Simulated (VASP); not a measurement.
# P in VASP: settings compared

Aim: see how the results for P move with the level of theory and the settings. Levels: LDA, PBEsol, PBE, r2SCAN. Tasks: single point, relaxation of cell and atoms.

Program: VASP 6.6.1. These are calculated values, not measurements. Logs are shortened: lines on timing, memory, paths and dates and some standing lists are left out, and cuts for length are marked.

**1. The cell of the first run**

The cell holds a slab with vacuum, 4 atoms: a = 4.373 Å, b = 3.271 Å, c = 27.820 Å, α = 90.00°, β = 90.00°, γ = 90.00°.

**2. Single point, LDA**

File INCAR:

```
SYSTEM = P
PREC = Accurate
ENCUT = 520
EDIFF = 1E-6
ISMEAR = -1
SIGMA = 0.02
LREAL = .FALSE.
LASPH = .TRUE.
NELM = 80
ALGO = Normal
ISIF = 2
LWAVE = .FALSE.
LCHARG = .FALSE.
LDIPOL = .TRUE.
IDIPOL = 3
DIPOL = 0.5 0.5 0.341
NBANDS = 18
```

File KPOINTS:

```
Automatic mesh
0
G
  6 8 1
  0 0 0
```

File POSCAR:

```
P
1.0
    4.3729963309      0.0000000000      0.0000000000
    0.0000000000      3.2714573970      0.0000000000
    0.0000000000      0.0000000000     27.8195791164
P
4
Direct
    0.0812889643      0.0000000000      0.3793891502
    0.4187110357      0.5000000000      0.3793891502
    0.5812889643      0.5000000000      0.3035830803
    0.9187110357      0.0000000000      0.3035830803
```

Potentials or basis: VASP PAW LDA potentials, release 64 (P).

The run is started by

```console
$ cat potpaw_LDA.64/P/POTCAR > POTCAR
$ mpirun -np 1 vasp_std > vasp.out
```

OUTCAR:

```text
SYSTEM = P
   PREC = Accurate
   ENCUT = 520
   EDIFF = 1E-6
   ISMEAR = -1
   LREAL = .FALSE.
   LASPH = .TRUE.
   NELM = 80
   ISIF = 2

 ion  position               nearest neighbor table
   1  0.081  0.000  0.379-   2 2.20   2 2.20   4 2.23
   2  0.419  0.500  0.379-   1 2.20   1 2.20   3 2.23
   3  0.581  0.500  0.304-   4 2.20   4 2.20   2 2.23
   4  0.919  0.000  0.304-   3 2.20   3 2.20   1 2.23

  LATTYP: Found a simple orthorhombic cell.
 ALAT       =     3.2714573970
 B/A-ratio  =     1.3367119911
 C/A-ratio  =     8.5037265477

  Lattice vectors:

 A1 = (   0.0000000000,  -3.2714573970,   0.0000000000)
 A2 = (   4.3729963309,   0.0000000000,   0.0000000000)
 A3 = (   0.0000000000,   0.0000000000,  27.8195791164)

Analysis of symmetry for initial positions (statically):
=====================================================================
 Subroutine PRICEL returns:
 Original cell was already a primitive cell.

 Routine SETGRP: Setting up the symmetry group for a
 simple orthorhombic supercell.

 Subroutine GETGRP returns: Found  8 space group operations
 (whereof  2 operations were pure point group operations)
 out of a pool of  8 trial point group operations.

The static configuration has the point symmetry C_1h.
 The point group associated with its full space group is D_2h.

Analysis of symmetry for dynamics (positions and initial velocities):
=====================================================================
 Subroutine PRICEL returns:
 Original cell was already a primitive cell.

 Routine SETGRP: Setting up the symmetry group for a
 simple orthorhombic supercell.

 Subroutine GETGRP returns: Found  8 space group operations
 (whereof  2 operations were pure point group operations)
 out of a pool of  8 trial point group operations.

The dynamic configuration has the point symmetry C_1h.
 The point group associated with its full space group is D_2h.

 Subroutine INISYM returns: Found  8 space group operations
 (whereof  2 operations are pure point group operations),
 and found     1 'primitive' translations

----------------------------------------------------------------------------------------

                                     Primitive cell

  volume of cell :     397.9889

  direct lattice vectors                    reciprocal lattice vectors
     4.372996331  0.000000000  0.000000000     0.228676158  0.000000000  0.000000000
     0.000000000  3.271457397  0.000000000     0.000000000  0.305674163  0.000000000
     0.000000000  0.000000000 27.819579116     0.000000000  0.000000000  0.035945907

  length of vectors
     4.372996331  3.271457397 27.819579116     0.228676158  0.305674163  0.035945907

  position of ions in fractional coordinates (direct lattice)
     0.081288964  0.000000000  0.379389150
     0.418711036  0.500000000  0.379389150
     0.581288964  0.500000000  0.303583080
     0.918711036  0.000000000  0.303583080

  ion indices of the primitive-cell ions
   primitive index   ion index
                 1           1
                 2           2
                 3           3
                 4           4

----------------------------------------------------------------------------------------

 KPOINTS: Automatic mesh

Automatic generation of k-mesh.
 Grid dimensions read from file:
 generate k-points for:    6    8    1

 Generating k-lattice:

  Cartesian coordinates                     Fractional coordinates (reciprocal lattice)
     0.038112693  0.000000000  0.000000000     0.166666667  0.000000000  0.000000000
     0.000000000  0.038209270  0.000000000     0.000000000  0.125000000  0.000000000
     0.000000000  0.000000000  0.035945907     0.000000000  0.000000000  1.000000000

  Length of vectors
     0.038112693  0.038209270  0.035945907

  Shift w.r.t. Gamma in fractional coordinates (k-lattice)
     0.000000000  0.000000000  0.000000000

 Subroutine IBZKPT returns following result:
 ===========================================

 Found     20 irreducible k-points:

 Following reciprocal coordinates:
            Coordinates               Weight
  0.000000  0.000000  0.000000      1.000000
  0.166667  0.000000  0.000000      2.000000
  0.333333  0.000000  0.000000      2.000000
  0.500000  0.000000  0.000000      1.000000
  0.000000  0.125000  0.000000      2.000000
  0.166667  0.125000  0.000000      4.000000
[... 12 lines left out ...]
  0.333333  0.500000  0.000000      2.000000
  0.500000  0.500000  0.000000      1.000000
   k-points           NKPTS =     20   k-points in BZ     NKDIM =     20   number of bands    NBANDS=     18
   number of dos      NEDOS =    301   number of ions     NIONS =      4
   total plane-waves  NPLWV = 181440
   dimension x,y,z NGX =    36 NGY =   24 NGZ =  210
   dimension x,y,z NGXF=    72 NGYF=   48 NGZF=  420
   ions per type =               4
   NGX,Y,Z   is equivalent  to a cutoff of  13.69, 12.20, 12.55 a.u.
   NGXF,Y,Z  is equivalent  to a cutoff of  27.37, 24.39, 25.10 a.u.
 SYSTEM =  P
   PREC   = accura    normal or accurate (medium, high low for compatibility)
   ISTART =      0    job   : 0-new  1-cont  2-samecut
   ICHARG =      2    charge: 1-file 2-atom 10-const
   ISPIN  =      1    spin polarized calculation?
   LNONCOLLINEAR =      F non collinear calculations
   LSORBIT =      F    spin-orbit coupling
   LASPH  =      T    aspherical Exc in radial PAW
   ENCUT  =  520.0 eV  38.22 Ry    6.18 a.u.   8.13  6.08 51.73*2*pi/ulx,y,z
   NELM   =     80;   NELMIN=  2; NELMDL= -5     # of ELM steps
   EDIFF  = 0.1E-05   stopping-criterion for ELM
   LREAL  =      F    real-space projection
[... 7 lines left out ...]
   TEBEG  =    0.0;   TEEND  =   0.0 temperature during run
   PSTRESS=    0.0 pullay stress
   NELECT =      20.0000    total number of electrons
   NUPDOWN=      -1.0000    fix difference up-down
   EMIN   =  10.00;   EMAX   =-10.00  energy-range for DOS
   EFERMI =   0.00;   METHOD = LEGACY
   ISMEAR =    -1;   SIGMA  =   0.02  broadening in eV -4-tet -1-fermi 0-gaus
   EFERMI_NEDOS =   21; number of points for ismear=-14 and -15
   IALGO  =     38    algorithm
   IMIX   =      4    mixing-type and parameters
     AMIX     =   0.40;   BMIX     =  1.00
     AMIX_MAG =   1.60;   BMIX_MAG =  1.00
  volume/ion in A,a.u.               =      99.50       671.44
  Fermi-wavevector in a.u.,A,eV,Ry     =   0.604126  1.141633  4.965702  0.364969
  Thomas-Fermi vector in A             =   1.657364
   LORBIT       =      0    0 simple, 1 ext, 2 COOP (PROOUT), +10 PAW based schemes
   GGA     = CA    functional components
   LHFCALC =     F    Hartree Fock is set to
   AEXX    =    0.0000 exact exchange contribution
   IVDW    =     0    specifies the selected vdW correction
   LEPSILON=     F    determine dielectric tensor
   LRPA    =     F    only Hartree local field effects (RPA)
 non-spin polarized calculation
  energy-cutoff  :      520.00
  volume of cell :      397.99
 maximum number of plane-waves:     10772
 NGX is ok and might be reduce to    36
   NGX = 17   NGY = 13   NGZ =103

 dipolmoment           0.000000      0.000000     -0.000045 electrons x Angstroem

 number of electron      20.0000000 magnetization

 dipolmoment           0.000000      0.000000      0.000002 electrons x Angstroem

 Free energy of the ion-electron system (eV)
  ---------------------------------------------------
  ext. energy  EPLUGINS =         0.00000000
  ---------------------------------------------------
  free energy    TOTEN  =       -23.75719551 eV

  energy without entropy =      -23.75719550  energy(sigma->0) =      -23.75719551

 E-fermi :  -2.6230     XC(G=0):  -2.3107

 val. band max:       -2.9286013203   @ k =   0.0000   0.0000   0.0000
 cond. band min:      -2.3231230631   @ k =   0.0000   0.0000   0.0000
 fundamental gap:      0.6054782572
 Fermi energy:        -2.6230499361

 k-point     1 :       0.0000    0.0000    0.0000
  band No.  band energies     occupation
      1     -18.3003      2.00000
      2     -15.5831      2.00000
      3     -11.9636      2.00000
      4      -8.8805      2.00000
      5      -7.8442      2.00000
      6      -7.3600      2.00000
[... 10 lines left out ...]
     17       2.1959      0.00000
     18       2.4404      0.00000

 k-point     2 :       0.1667    0.0000    0.0000
  band No.  band energies     occupation
      1     -18.1434      2.00000
      2     -15.7395      2.00000
      3     -12.1846      2.00000
      4      -9.4755      2.00000
      5      -7.3579      2.00000
      6      -7.1155      2.00000
[... 10 lines left out ...]
     17       2.4008      0.00000
     18       2.5188      0.00000

 k-point     3 :       0.3333    0.0000    0.0000
  band No.  band energies     occupation
      1     -17.6901      2.00000
      2     -16.2616      2.00000
      3     -12.2159      2.00000
      4     -10.6389      2.00000
      5      -6.9432      2.00000
      6      -6.0321      2.00000
[... 10 lines left out ...]
     17       2.4158      0.00000
     18       2.7835      0.00000

 k-point     4 :       0.5000    0.0000    0.0000
  band No.  band energies     occupation
      1     -17.0075      2.00000
      2     -17.0075      2.00000
      3     -11.6513      2.00000
      4     -11.6513      2.00000
      5      -6.1570      2.00000
      6      -6.1570      2.00000
[... 291 lines left out ...]
      4     -12.5445      2.00000
      5      -8.0936      2.00000
      6      -8.0936      2.00000
[... 10 lines left out ...]
     17       3.2761      0.00000
     18       3.2761      0.00000

 k-point    19 :       0.3333    0.5000    0.0000
  band No.  band energies     occupation
      1     -15.0602      2.00000
      2     -15.0602      2.00000
      3     -12.7254      2.00000
      4     -12.7254      2.00000
      5      -8.3349      2.00000
      6      -8.3349      2.00000
[... 10 lines left out ...]
     17       3.0873      0.00000
     18       3.0873      0.00000

 k-point    20 :       0.5000    0.5000    0.0000
  band No.  band energies     occupation
      1     -14.9171      2.00000
      2     -14.9171      2.00000
      3     -12.8604      2.00000
      4     -12.8604      2.00000
      5      -8.0903      2.00000
      6      -8.0903      2.00000
[... 10 lines left out ...]
     17       3.1120      0.00000
     18       3.1120      0.00000

------------------------ aborting loop because EDIFF is reached ----------------------------------------

 vacuum level on the upper side and lower side of the slab       (xc-potential included)        -0.006        -0.006

  FORCE on cell =-STRESS in cart. coord.  units (eV):
  Direction    XX          YY          ZZ          XY          YZ          ZX
  --------------------------------------------------------------------------------------
  -------------------------------------------------------------------------------------
  Total       -0.1693199     -0.1278151     -0.1375190      0.0000000      0.0000000      0.0000000
  in kB       -0.6816284     -0.5145433     -0.5536082      0.0000000      0.0000000      0.0000000
  external PRESSURE =      -0.5832600 kB  Pullay stress =       0.0000000 kB

 VOLUME and BASIS-vectors are now :
 -----------------------------------------------------------------------------
  energy-cutoff  :      520.00
  volume of cell :      397.99
      direct lattice vectors                 reciprocal lattice vectors
     4.372996331  0.000000000  0.000000000     0.228676158  0.000000000  0.000000000
     0.000000000  3.271457397  0.000000000     0.000000000  0.305674163  0.000000000
     0.000000000  0.000000000 27.819579116     0.000000000  0.000000000  0.035945907

 POSITION                                       TOTAL-FORCE (eV/Angst)
 -----------------------------------------------------------------------------------
      0.35548      0.00000     10.55445         0.030751      0.000000     -0.029078
      1.83102      1.63573     10.55445        -0.030751     -0.000000     -0.029078
      2.54197      1.63573      8.44555         0.030751      0.000000      0.029078
      4.01752      0.00000      8.44555        -0.030751     -0.000000      0.029078
 -----------------------------------------------------------------------------------
    total drift:                                0.000000      0.000000      0.000023

  FREE ENERGIE OF THE ION-ELECTRON SYSTEM (eV)
  ---------------------------------------------------
  free  energy   TOTEN  =       -23.7571955094 eV

  energy  without entropy=      -23.7571955010  energy(sigma->0) =      -23.75719551

 vacuum level on the upper side and lower side of the slab         2.111         2.111
```

It took 8.6 min on 1 thread of Intel Xeon 8259CL, shared host; peak memory 0.37 GiB.

Results:

```yaml
Free_energy: -23.7572 eV
Largest_force: 0.042 eV/Å
Band_gap_on_the_k_mesh: 0.61 eV
```

Forces on the atoms (eV/Å):
```
P    0.031  0.000 -0.029
P   -0.031  0.000 -0.029
P    0.031  0.000  0.029
P   -0.031  0.000  0.029
```

(Continued in part 2 of 4.)
